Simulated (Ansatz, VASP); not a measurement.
## One calculation of SrTiO3, two programs

File INCAR:

```
SYSTEM = SrTiO3
  PREC = Accurate
  ENCUT = 520
  EDIFF = 1E-6
  ISMEAR = 0
  SIGMA = 0.01
  LREAL = .FALSE.
  LASPH = .TRUE.
  NELM = 80
  ALGO = Normal
  ISIF = 2
  LWAVE = .FALSE.
  LCHARG = .FALSE.
  GGA = PE
  NBANDS = 28
```

KPOINTS

```
regular mesh
0
G
  6 6 6
  0 0 0
```

Contents of POSCAR:

```
SrTiO3
1.0
    3.9364287070      0.0000000000      0.0000000000
    0.0000000000      3.9364287070      0.0000000000
    0.0000000000      0.0000000000      3.9364287070
Sr Ti O
1 1 3
Direct
    0.0000000000      0.0000000000      0.0000000000
    0.5000000000      0.5000000000      0.5000000000
    0.5000000000      0.5000000000      0.0000000000
    0.5000000000      0.0000000000      0.5000000000
    0.0000000000      0.5000000000      0.5000000000
```

Input for Ansatz:

```yaml
crystal:
  lattice:
    - [3.936428707, 0.0, 0.0]
    - [0.0, 3.936428707, 0.0]
    - [0.0, 0.0, 3.936428707]
  atoms:
    - { symbol: Sr, position: [0.0, 0.0, 0.0] }
    - { symbol: Ti, position: [0.5, 0.5, 0.5] }
    - { symbol: O, position: [0.5, 0.5, 0.0] }
    - { symbol: O, position: [0.5, 0.0, 0.5] }
    - { symbol: O, position: [0.0, 0.5, 0.5] }
kpoints:
  mp_grid: { grid: [6, 6, 6] }
hamiltonian:
  xc: pbe
scf:
  occupations: { method: fixed }
  n_extra_bands: 5
output:
  forces: true
  stress: true
  eigenvalues: true
```

Alike in both runs: task single point; functional PBE; k mesh 6 × 6 × 6; no spin polarisation.

|  | VASP | Ansatz |
| --- | --- | --- |
| version | VASP 6.6.1 | Ansatz 0.2.0 |
| potentials or method | VASP PAW PBE potentials, release 64 (Sr_sv, Ti_sv, O) | plane waves, PAW |
| plane-wave cutoff (eV) | 520 | 420 |
| occupations | gaussian, width 0.01 eV | fixed |
| valence electrons in the cell | 40 | 40 |

Ansatz gave:

| Item | Value |
| --- | --- |
| gap on the k mesh at the Fermi level (eV) | 1.84 |
| pressure (GPa) | 0.0 |

Problem. Which values does VASP return?

Solution. gap on the k mesh at the Fermi level (eV): 1.81; pressure (GPa): 0.7.
